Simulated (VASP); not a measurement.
## ScAgTe2: relaxation of cell and atoms with PBE

The system is ScAgTe2.

```
CELL_PARAMETERS angstrom
2.20478 1.27293 7.20079
-2.20478 1.27293 7.20079
0.00000 -2.54586 7.20079
ATOMIC_POSITIONS crystal
Ag 0.00000 0.00000 0.00000
Sc 0.50000 0.50000 0.50000
Te 0.25000 0.25000 0.25000
Te 0.75000 0.75000 0.75000
```

* Program: VASP 6.6.1
* Task: relaxation of cell and atoms
* Functional: PBE
* Potentials or basis: VASP PAW PBE potentials, release 64 (Ag, Sc_sv, Te)
* Cutoff: 600 eV
* k mesh: 6 × 6 × 6
* Occupations: fermi-dirac, width 0.02 eV
* Spin: no spin polarisation
* Dipole correction: no
* Further INCAR settings: ALGO = Normal; EDIFF = 1e-06; IBRION = 2; EDIFFG = -0.005; NSW = 80; ISIF = 3

| Item | Value |
| --- | --- |
| Relaxed volume | 27.11 Å³/atom |
| Relaxed cell | a = 7.428 Å, b = 7.428 Å, c = 7.428 Å, α = 33.04°, β = 33.04°, γ = 33.04° |
| Space group after relaxing (to 0.1 Å) | R-3m (No. 166) |
| Energy gained by relaxing | 68.5 meV/atom |
| Ionic steps | 9 |
| Pressure after relaxing | 0.0 GPa |
| Band gap on the k mesh | 0.30 eV (least direct gap 0.83 eV) |

The path:
```csv
step,energy change (eV),largest force (eV/Å),pressure (GPa),volume (Å³)
1,0.0000,0.5942,-5.16,121.26
2,-0.2497,0.1603,1.66,104.91
3,-0.2621,0.2463,0.16,107.50
4,-0.2676,0.1726,0.12,107.72
5,-0.2734,0.0110,0.07,108.27
6,-0.2735,0.0159,0.09,108.29
7,-0.2737,0.0000,-0.10,108.63
8,-0.2737,0.0001,-0.10,108.64
9,-0.2740,0.0008,-0.01,108.45
```

Final structure:
```cif
data_structure
_symmetry_space_group_name_H-M 'P 1'
_symmetry_Int_Tables_number 1
_cell_length_a 7.4282
_cell_length_b 7.4282
_cell_length_c 7.4282
_cell_angle_alpha 33.043
_cell_angle_beta 33.043
_cell_angle_gamma 33.043
_cell_volume 108.45
loop_
_atom_site_label
_atom_site_type_symbol
_atom_site_fract_x
_atom_site_fract_y
_atom_site_fract_z
_atom_site_occupancy
Ag1 Ag 0.00000 0.00000 0.00000 1
Sc1 Sc 0.50000 0.50000 0.50000 1
Te1 Te 0.24688 0.24688 0.24688 1
Te2 Te 0.75312 0.75312 0.75312 1
```

Levels at points of the mesh, in eV from the valence-band top:
| k point | band 15 | band 16 | band 17 | band 18 | band 19 | band 20 |
| --- | --- | --- | --- | --- | --- | --- |
| (0.00, 0.00, 0.00) | -0.66 | -0.51 | -0.51 | 0.87 | 0.87 | 0.92 |
| (0.50, 0.00, 0.00) | -2.32 | -1.57 | -0.99 | 0.52 | 1.49 | 1.60 |
| (0.50, 0.50, 0.00) | -2.06 | -1.45 | -1.11 | 0.30 | 1.05 | 1.51 |
| (0.50, 0.50, 0.50) | -2.02 | 0.00 | 0.00 | 0.83 | 0.83 | 1.09 |

Wall time 27 min on 1 thread of AMD EPYC 7R43 64-Core Processor (Zen 3), on a shared host, peak memory 0.69 GiB.

Caveat: semilocal functionals underestimate gaps, and a narrow one can read as zero; spin-orbit coupling is left out, which moves the levels of the heavy elements. A k mesh can miss the band edges.
